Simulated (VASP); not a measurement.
Sr, 2 atoms in the cell. It takes space group P6_3/mmc (No. 194, hexagonal). Conventional cell: a = 4.222 Å, b = 4.222 Å, c = 6.906 Å, α = 90.00°, β = 90.00°, γ = 120.00°. Within 5.5 Å of Sr (site symmetry -6m2) lie 12 Sr at 4.22 to 4.23 Å.  This cell differs from its parent crystal: volume scaled by 0.94.

| Property | Result |
| --- | --- |
| Program | VASP 6.6.1 |
| Task | electric field gradients |
| Functional | LDA |
| Potentials or basis | VASP PAW LDA potentials, release 64 (Sr_sv) |
| Cutoff | 520 eV |
| k mesh | 10 × 10 × 5 |
| Occupations | fermi-dirac, width 0.08 eV |
| Spin | no spin polarisation |
| Dipole correction | no |
| Further INCAR settings | ALGO = Normal; EDIFF = 1e-08; NBANDS = 17 |

Potentials or basis: VASP PAW LDA potentials, release 64 (Sr_sv).

Command:

```bash
$ cat potpaw_LDA.64/Sr_sv/POTCAR > POTCAR
$ mpirun -np 1 vasp_std > vasp.out
```

Hardware: 1 thread of AMD EPYC 9R45 96-Core Processor (Zen 5), with other jobs on the host.

Estimate the wall time of this run.

It took 39 s on 1 thread of AMD EPYC 9R45 96-Core Processor (Zen 5), with other jobs on the host, peak memory 0.18 GiB. Counts: scf iterations 13, k points 42.
